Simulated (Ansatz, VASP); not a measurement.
**Two plane-wave programs on C4N**

```
C N
1.0
     3.01971   -3.62137    0.00000
     3.01971    3.62137    0.00000
     0.00000    0.00000    2.75166
C N
4 1
Direct
  0.73274 0.26726 0.50000
  0.28356 0.28356 0.00000
  0.71644 0.71644 0.00000
  0.26726 0.73274 0.50000
  0.50000 0.50000 0.50000
```

Change from the starting cell: species swapped into the FeCl4 type (Cmmm, No. 65).

Alike in both runs: task relaxation of cell and atoms; functional PBE; k mesh 4 × 4 × 6; occupations gaussian, width 0.1 eV; no spin polarisation.

|  | VASP | Ansatz |
| --- | --- | --- |
| version | VASP 6.6.1 | Ansatz 0.2.0 |
| potentials or method | VASP PAW PBE potentials, release 64 (C, N), cutoff 600 eV | scalar-relativistic, plane waves, PAW |
| valence electrons in the cell | 21 | 21 |

```tsv
	VASP	Ansatz	Ansatz less VASP
gap on the k mesh at the Fermi level, each at its own relaxed structure (eV)	none	none	-
relaxed volume (Å³/atom)	9.42	10.54	+1.125
relaxed cell length with the largest relative difference (Å)	4.533	4.930	+0.3965
```

A gap of «none» marks a metal or a gap that the smearing closes. One of these differences is far larger than is usual between the two programs; its cause wasn't traced.

The k mesh is coarse, so the values compare programs but aren't converged. Noted on VASP's run: the volume moved by over 15 % at a fixed basis, so the end points are rough.
